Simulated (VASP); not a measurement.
A run of VASP 6.6.1 is set up as follows.

The input INCAR:

```
SYSTEM = Ca
ALGO     = Normal         ! electronic algorithm
EDIFF    = 1E-7           ! SCF threshold, eV
EDIFFG   = -0.002         ! ionic threshold
ENCUT    = 600            ! plane-wave cutoff, eV
GGA      = CA             ! functional
IBRION   = 2              ! ionic algorithm
ISIF     = 3              ! what is computed and relaxed
ISMEAR   = 0              ! smearing method
LASPH    = .True.         ! aspherical terms in the spheres
LCHARG   = .False.        ! write CHGCAR
LREAL    = .False.        ! projectors in reciprocal space
LWAVE    = .False.        ! write WAVECAR
NELM     = 60             ! most SCF steps
NSW      = 100            ! ionic steps
PREC     = Accurate       ! precision mode
SIGMA    = 0.1            ! smearing width, eV
```

KPOINTS

```
k-points
0
Gamma
  20 20 20
  0 0 0
```

The input POSCAR:

```
Ca
1.0
    0.0000000000      2.6679273193      2.6679273193
    2.6679273193      0.0000000000      2.6679273193
    2.6679273193      2.6679273193      0.0000000000
Ca
1
Direct
    0.0000000000      0.0000000000      0.0000000000
```

Potentials or basis: VASP PAW LDA potentials, release 64 (Ca_sv).

The run is started by

```sh
$ cat potpaw_LDA.64/Ca_sv/POTCAR > POTCAR
$ mpirun -np 1 vasp_std > vasp.out
```

Q: What does it give for the space group after relaxing (to 0.1 Å)?

A: Fm-3m (No. 225).

Q: Estimate the relaxed volume.

A: 38.04 Å³/atom.

Q: Predict the band gap on the k mesh.

A: Zero (bands 5 and 6 overlap by 0.14 eV).

Final structure:
```
CELL_PARAMETERS angstrom
0.00000 2.66926 2.66926
2.66926 0.00000 2.66926
2.66926 2.66926 0.00000
ATOMIC_POSITIONS crystal
Ca 0.00000 0.00000 0.00000
```
